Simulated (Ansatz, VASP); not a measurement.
Pb: VASP beside Ansatz

File INCAR:

```
PREC     = Accurate       # precision mode
ENCUT    = 520            # plane-wave cutoff, eV
EDIFF    = 1E-6           # SCF threshold, eV
ISMEAR   = 0              # smearing method
SIGMA    = 0.15           # smearing width, eV
LREAL    = False          # projectors in reciprocal space
LASPH    = True           # aspherical terms in the spheres
NELM     = 60             # most SCF steps
ALGO     = Fast           # electronic algorithm
ISIF     = 2              # what is computed and relaxed
LWAVE    = False          # write WAVECAR
LCHARG   = False          # write CHGCAR
GGA      = PE             # functional
NBANDS   = 13             # bands
```

Contents of KPOINTS:

```
regular mesh
0
Gamma
  18 18 18
```

File POSCAR:

```
Pb
1.0
    0.1283864713      2.5356328079      2.5356328079
    2.5356328079      0.1283864713      2.5356328079
    2.5356328079      2.5356328079      0.1283864713
Pb
1
Direct
    0.0000000000      0.0000000000      0.0000000000
```

Input for Ansatz:

```yaml
crystal:
  lattice:
    - [0.1283864713, 2.5356328079, 2.5356328079]
    - [2.5356328079, 0.1283864713, 2.5356328079]
    - [2.5356328079, 2.5356328079, 0.1283864713]
  atoms:
    - { symbol: Pb, position: [0.0, 0.0, 0.0] }
basis:
  ecutwfc: 420
kpoints:
  mp_grid: { grid: [18, 18, 18] }
hamiltonian:
  xc: pbe
scf:
  occupations: { method: gaussian, width: 0.15 }
output:
  forces: true
  stress: true
  eigenvalues: true
```

Alike in both runs: task single point; functional PBE; k mesh 18 × 18 × 18; occupations gaussian, width 0.15 eV; no spin polarisation.

|  | VASP | Ansatz |
| --- | --- | --- |
| version | VASP 6.6.1 | Ansatz 0.2.0 |
| potentials or method | VASP PAW PBE potentials, release 64 (Pb_d), cutoff 520 eV | scalar-relativistic, plane waves, PAW |
| valence electrons in the cell | 14 | 14 |

VASP gave:

| Item | Value |
| --- | --- |
| gap on the k mesh at the Fermi level (eV) | none |
| pressure (GPa) | 2.9 |
| traceless stress, the component that is largest in VASP (GPa) | -1.11 |

Question: Estimate Ansatz's values.

Answer: gap on the k mesh at the Fermi level (eV): none; pressure (GPa): 3.0; traceless stress, the component that is largest in VASP (GPa): -1.11.

A gap of «none» marks a metal or a gap that the smearing closes.

Neither program's run includes spin-orbit coupling.
